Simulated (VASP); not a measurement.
# TaN (I4/mmm) in VASP: notebook

The runs below take TaN through single point, with r2SCAN.

All numbers are computed with VASP 6.6.1; they aren't measurements. Logs are shortened: lines on timing, memory, paths and dates and some standing lists are left out, and cuts for length are marked.

## 1. The cell of the first run

It takes space group I4/mmm (No. 139, tetragonal). The conventional cell has a = 3.249 Å, b = 3.249 Å, c = 4.278 Å, α = 90.00°, β = 90.00°, γ = 90.00°. Ta (site symmetry 4/mmm) has 6 N at 2.14 to 2.30 Å within 2.8 Å. N (site symmetry 4/mmm) has 6 Ta at 2.14 to 2.30 Å within 2.8 Å.

## 2. Single point, r2SCAN (biaxial strain in the a-b plane: +4.5 %)

POSCAR

```
TaN
1.0
    2.2971882997      2.2971882997      0.0000000000
   -2.2971882997      2.2971882997      0.0000000000
    0.0000000000      0.0000000000      4.2778262500
Ta N
2 2
Direct
    0.5000000000      0.5000000000      0.0000000000
    0.0000000000      0.0000000000      0.5000000000
    0.0000000000      0.0000000000      0.0000000000
    0.5000000000      0.5000000000      0.5000000000
```

INCAR.step1

```
SYSTEM = TaN
PREC = Accurate
ENCUT = 520
ISMEAR = 0
SIGMA = 0.1
LREAL = .FALSE.
LASPH = .TRUE.
NELM = 60
NBANDS = 24
GGA = PE
ALGO = Normal
EDIFF = 1E-4
LWAVE = .TRUE.
LCHARG = .FALSE.
```

INCAR.step2

```
SYSTEM = TaN
PREC = Accurate
ENCUT = 520
EDIFF = 1E-6
ISMEAR = 0
SIGMA = 0.1
LREAL = .FALSE.
LASPH = .TRUE.
NELM = 60
ALGO = Normal
ISIF = 2
LWAVE = .FALSE.
LCHARG = .TRUE.
METAGGA = R2SCAN
LMIXTAU = .TRUE.
LELF = .TRUE.
LVHAR = .TRUE.
NBANDS = 24
ISTART = 1
```

KPOINTS

```
regular mesh
0
G
  16 16 12
  0 0 0
```

Potentials or basis: VASP PAW PBE potentials, release 64 (Ta_pv, N).

On the command line:

```
$ cat potpaw_PBE.64/Ta_pv/POTCAR potpaw_PBE.64/N/POTCAR > POTCAR
$ cp INCAR.step1 INCAR
$ mpirun -np 1 vasp_std > vasp.out
$ cp INCAR.step2 INCAR
$ mpirun -np 1 vasp_std > vasp.out
```

OUTCAR:

```text
SYSTEM = TaN
   PREC = Accurate
   ENCUT = 520
   EDIFF = 1E-6
   ISMEAR = 0
   LREAL = .FALSE.
   LASPH = .TRUE.
   NELM = 60
   ISIF = 2
   METAGGA = R2SCAN
   ISTART = 1

 ion  position               nearest neighbor table
   1  0.500  0.500  0.000-   4 2.14   4 2.14   3 2.30   3 2.30   3 2.30   3 2.30   2 3.14   2 3.14
                             2 3.14   2 3.14   2 3.14   2 3.14   2 3.14   2 3.14
   2  0.000  0.000  0.500-   3 2.14   3 2.14   4 2.30   4 2.30   4 2.30   4 2.30   1 3.14   1 3.14
                             1 3.14   1 3.14   1 3.14   1 3.14   1 3.14   1 3.14
   3  0.000  0.000  0.000-   2 2.14   2 2.14   1 2.30   1 2.30   1 2.30   1 2.30
   4  0.500  0.500  0.500-   1 2.14   1 2.14   2 2.30   2 2.30   2 2.30   2 2.30

  LATTYP: Found a simple tetragonal cell.
 ALAT       =     3.2487148488
 C/A-ratio  =     1.3167749246

  Lattice vectors:

 A1 = (   2.2971882997,   2.2971882997,   0.0000000000)
 A2 = (  -2.2971882997,   2.2971882997,   0.0000000000)
 A3 = (   0.0000000000,   0.0000000000,   4.2778262500)

Analysis of symmetry for initial positions (statically):
=====================================================================
 Subroutine PRICEL returns following result:

  LATTYP: Found a body centered tetragonal cell.
 ALAT       =     3.2487148488
 C/A-ratio  =     1.3167749246

  Lattice vectors:

 A1 = (   0.0000000000,  -2.2971882997,  -2.1389131250)
 A2 = (   0.0000000000,   2.2971882997,  -2.1389131250)
 A3 = (   2.2971882997,   0.0000000000,   2.1389131250)

   2 primitive cells build up your supercell.

 Routine SETGRP: Setting up the symmetry group for a
 simple tetragonal supercell.

 Subroutine GETGRP returns: Found 16 space group operations
 (whereof 16 operations were pure point group operations)
 out of a pool of 16 trial point group operations.

The static configuration has the point symmetry D_4h.

Analysis of symmetry for dynamics (positions and initial velocities):
=====================================================================
 Subroutine PRICEL returns following result:

  LATTYP: Found a body centered tetragonal cell.
 ALAT       =     3.2487148488
 C/A-ratio  =     1.3167749246

  Lattice vectors:

 A1 = (   0.0000000000,  -2.2971882997,  -2.1389131250)
 A2 = (   0.0000000000,   2.2971882997,  -2.1389131250)
 A3 = (   2.2971882997,   0.0000000000,   2.1389131250)

   2 primitive cells build up your supercell.

 Routine SETGRP: Setting up the symmetry group for a
 simple tetragonal supercell.

 Subroutine GETGRP returns: Found 16 space group operations
 (whereof 16 operations were pure point group operations)
 out of a pool of 16 trial point group operations.

The dynamic configuration has the point symmetry D_4h.

 Subroutine INISYM returns: Found 16 space group operations
 (whereof 16 operations are pure point group operations),
 and found     2 'primitive' translations

----------------------------------------------------------------------------------------

                                     Primitive cell

  volume of cell :      22.5744

  direct lattice vectors                    reciprocal lattice vectors
     0.000000000 -2.297188300 -2.138913125     0.217657386 -0.217657386 -0.233763585
     0.000000000  2.297188300 -2.138913125     0.217657386  0.217657386 -0.233763585
     2.297188300  0.000000000  2.138913125     0.435314772  0.000000000  0.000000000

  length of vectors
     3.138793310  3.138793310  3.138793310     0.386516350  0.386516350  0.435314772

  position of ions in fractional coordinates (direct lattice)
     0.500000000  0.500000000  0.000000000
     0.000000000  0.000000000  0.000000000

  ion indices of the primitive-cell ions
   primitive index   ion index
                 1           1
                 2           4

----------------------------------------------------------------------------------------

 KPOINTS: regular mesh

Automatic generation of k-mesh.
 Grid dimensions read from file:
 generate k-points for:   16   16   12

 Generating k-lattice:

  Cartesian coordinates                     Fractional coordinates (reciprocal lattice)
     0.013603587  0.013603587  0.000000000     0.062500000  0.000000000  0.000000000
    -0.013603587  0.013603587  0.000000000     0.000000000  0.062500000  0.000000000
     0.000000000  0.000000000  0.019480299     0.000000000  0.000000000  0.083333333

  Length of vectors
     0.019238377  0.019238377  0.019480299

  Shift w.r.t. Gamma in fractional coordinates (k-lattice)
     0.000000000  0.000000000  0.000000000

 Subroutine IBZKPT returns following result:
 ===========================================

 Found    315 irreducible k-points:

 Following reciprocal coordinates:
            Coordinates               Weight
  0.000000  0.000000  0.000000      1.000000
  0.062500  0.000000  0.000000      4.000000
  0.125000  0.000000  0.000000      4.000000
  0.187500  0.000000  0.000000      4.000000
  0.250000  0.000000  0.000000      4.000000
  0.312500  0.000000  0.000000      4.000000
[... 16 lines left out ...]
  0.437500  0.125000  0.000000      8.000000
  0.500000  0.125000  0.000000      4.000000
 [... further k-points ...]
   k-points           NKPTS =    315   k-points in BZ     NKDIM =    315   number of bands    NBANDS=     24
   number of dos      NEDOS =    301   number of ions     NIONS =      4
   total plane-waves  NPLWV =  18432
   dimension x,y,z NGX =    24 NGY =   24 NGZ =   32
   dimension x,y,z NGXF=    48 NGYF=   48 NGZF=   64
   ions per type =               2   2
   NGX,Y,Z   is equivalent  to a cutoff of  12.28, 12.28, 12.44 a.u.
   NGXF,Y,Z  is equivalent  to a cutoff of  24.56, 24.56, 24.87 a.u.
 SYSTEM =  TaN
   PREC   = accura    normal or accurate (medium, high low for compatibility)
   ISTART =      1    job   : 0-new  1-cont  2-samecut
   ICHARG =      0    charge: 1-file 2-atom 10-const
   ISPIN  =      1    spin polarized calculation?
   LNONCOLLINEAR =      F non collinear calculations
   LSORBIT =      F    spin-orbit coupling
   LASPH  =      T    aspherical Exc in radial PAW
   ENCUT  =  520.0 eV  38.22 Ry    6.18 a.u.   6.04  6.04  7.95*2*pi/ulx,y,z
   NELM   =     60;   NELMIN=  2; NELMDL=  0     # of ELM steps
   EDIFF  = 0.1E-05   stopping-criterion for ELM
   LREAL  =      F    real-space projection
   EDIFFG = 0.1E-04   stopping-criterion for IOM
   NSW    =      0    number of steps for IOM
   IBRION =     -1    ionic relax: 0-MD 1-quasi-New 2-CG
   NFREE  =      0    steps in history (QN), initial steepest desc. (CG)
   ISIF   =      2    stress and relaxation
   ISYM   =      2    0-nonsym 1-usesym 2-fastsym
   POTIM  = 0.5000    time-step for ionic-motion
   TEBEG  =    0.0;   TEEND  =   0.0 temperature during run
   PSTRESS=    0.0 pullay stress
   NELECT =      32.0000    total number of electrons
   NUPDOWN=      -1.0000    fix difference up-down
   EMIN   =  10.00;   EMAX   =-10.00  energy-range for DOS
   EFERMI =   0.00;   METHOD = LEGACY
   ISMEAR =     0;   SIGMA  =   0.10  broadening in eV -4-tet -1-fermi 0-gaus
   EFERMI_NEDOS =   21; number of points for ismear=-14 and -15
   IALGO  =     38    algorithm
   IMIX   =      4    mixing-type and parameters
     AMIX     =   0.40;   BMIX     =  1.00
     AMIX_MAG =   1.60;   BMIX_MAG =  1.00
  volume/ion in A,a.u.               =      11.29        76.17
  Fermi-wavevector in a.u.,A,eV,Ry     =   1.459630  2.758300 28.987472  2.130519
  Thomas-Fermi vector in A             =   2.576174
   LORBIT       =      0    0 simple, 1 ext, 2 COOP (PROOUT), +10 PAW based schemes
   METAGGA = R2SCAN    functional components
   LHFCALC =     F    Hartree Fock is set to
   AEXX    =    0.0000 exact exchange contribution
   IVDW    =     0    specifies the selected vdW correction
   LEPSILON=     F    determine dielectric tensor
   LRPA    =     F    only Hartree local field effects (RPA)
 non-spin polarized calculation
 Gauss-broadening in eV      SIGMA  =   0.10
  energy-cutoff  :      520.00
  volume of cell :       45.15
 maximum number of plane-waves:      1236
   NGX = 13   NGY = 13   NGZ = 15

 number of electron      31.9999999 magnetization

 Free energy of the ion-electron system (eV)
  ---------------------------------------------------
  ext. energy  EPLUGINS =         0.00000000
  ---------------------------------------------------
  free energy    TOTEN  =      -118.89593405 eV

  energy without entropy =     -118.88736767  energy(sigma->0) =     -118.89165086

 E-fermi :   8.9225     XC(G=0): -14.0695

 val. band max:        8.9177189219   @ k =   0.0000   0.0000   0.2500
 cond. band min:       8.9273835273   @ k =   0.2500   0.1250   0.0000
 fundamental gap:      0.0096646054
 Fermi energy:         8.9225379623

 k-point     1 :       0.0000    0.0000    0.0000
  band No.  band energies     occupation
      1     -28.8758      2.00000
      2     -28.6008      2.00000
      3     -28.6008      2.00000
      4     -28.3158      2.00000
      5     -28.3158      2.00000
      6     -28.2717      2.00000
[... 16 lines left out ...]
     23      12.1583      0.00000
     24      12.1583      0.00000

 k-point     2 :       0.0625    0.0000    0.0000
  band No.  band energies     occupation
      1     -28.8692      2.00000
      2     -28.6095      2.00000
      3     -28.5968      2.00000
      4     -28.3305      2.00000
      5     -28.3172      2.00000
      6     -28.2767      2.00000
[... 16 lines left out ...]
     23      12.0620      0.00000
     24      12.0903      0.00000

 k-point     3 :       0.1250    0.0000    0.0000
  band No.  band energies     occupation
      1     -28.8499      2.00000
      2     -28.6337      2.00000
      3     -28.5850      2.00000
      4     -28.3726      2.00000
      5     -28.3214      2.00000
      6     -28.2915      2.00000
[... 16 lines left out ...]
     23      11.7997      0.00000
     24      11.8913      0.00000
[... 514 lines left out ...]
 k-point    23 :       0.4375    0.1250    0.0000
  band No.  band energies     occupation
      1     -28.7820      2.00000
      2     -28.7355      2.00000
      3     -28.6047      2.00000
      4     -28.4954      2.00000
      5     -28.4689      2.00000
      6     -28.4151      2.00000
[... 16 lines left out ...]
     23      13.4583      0.00000
     24      14.6039      0.00000

 k-point    24 :       0.5000    0.1250    0.0000
  band No.  band energies     occupation
      1     -28.7695      2.00000
      2     -28.7695      2.00000
      3     -28.5492      2.00000
      4     -28.5492      2.00000
      5     -28.4406      2.00000
      6     -28.4406      2.00000
[... 16 lines left out ...]
     23      14.2316      0.00000
     24      14.2316      0.00000

 [... further k-points ...]

------------------------ aborting loop because EDIFF is reached ----------------------------------------

  FORCE on cell =-STRESS in cart. coord.  units (eV):
  Direction    XX          YY          ZZ          XY          YZ          ZX
  --------------------------------------------------------------------------------------
  -------------------------------------------------------------------------------------
  Total       -7.0746991     -7.0746991      2.8875582      0.0000000      0.0000000      0.0000000
  in kB     -251.0569384   -251.0569384    102.4695895      0.0000000      0.0000000      0.0000000
  external PRESSURE =    -133.2147624 kB  Pullay stress =       0.0000000 kB

 VOLUME and BASIS-vectors are now :
 -----------------------------------------------------------------------------
  energy-cutoff  :      520.00
  volume of cell :       45.15
      direct lattice vectors                 reciprocal lattice vectors
     2.297188300  2.297188300  0.000000000     0.217657386  0.217657386  0.000000000
    -2.297188300  2.297188300  0.000000000    -0.217657386  0.217657386  0.000000000
     0.000000000  0.000000000  4.277826250     0.000000000  0.000000000  0.233763585

 POSITION                                       TOTAL-FORCE (eV/Angst)
 -----------------------------------------------------------------------------------
      0.00000      2.29719      0.00000        -0.000000     -0.000000     -0.000000
      0.00000      0.00000      2.13891        -0.000000      0.000000     -0.000000
      0.00000      0.00000      0.00000         0.000000     -0.000000     -0.000000
      0.00000      2.29719      2.13891        -0.000000      0.000000      0.000000
 -----------------------------------------------------------------------------------
    total drift:                                0.000000     -0.000000     -0.000000

  FREE ENERGIE OF THE ION-ELECTRON SYSTEM (eV)
  ---------------------------------------------------
  free  energy   TOTEN  =      -118.8959340489 eV

  energy  without entropy=     -118.8873676704  energy(sigma->0) =     -118.89165086
```

Run time: 15 min. Hardware: 1 thread of Intel Xeon 8259CL, shared host; peak memory 0.39 GiB.

Results:

```yaml
Free_energy: -118.8959 eV
Pressure: -13.3 GPa
Band_gap_on_the_k_mesh: zero (bands 16 and 17 overlap by 3.68 eV)
```

Stress tensor (GPa, compression positive):
```
-25.11   0.00   0.00
  0.00 -25.11   0.00
  0.00   0.00  10.25
```

Caveat: the cell differs from its parent crystal (biaxial strain in the a-b plane: +4.5 %); the stress differs along the axes, from -25 to 10 GPa; the PAW data sets were made with another functional, which shifts forces and pressure a little; spin-orbit coupling is left out, which moves the levels of the heavy elements.

(Continued in part 2 of 2.)
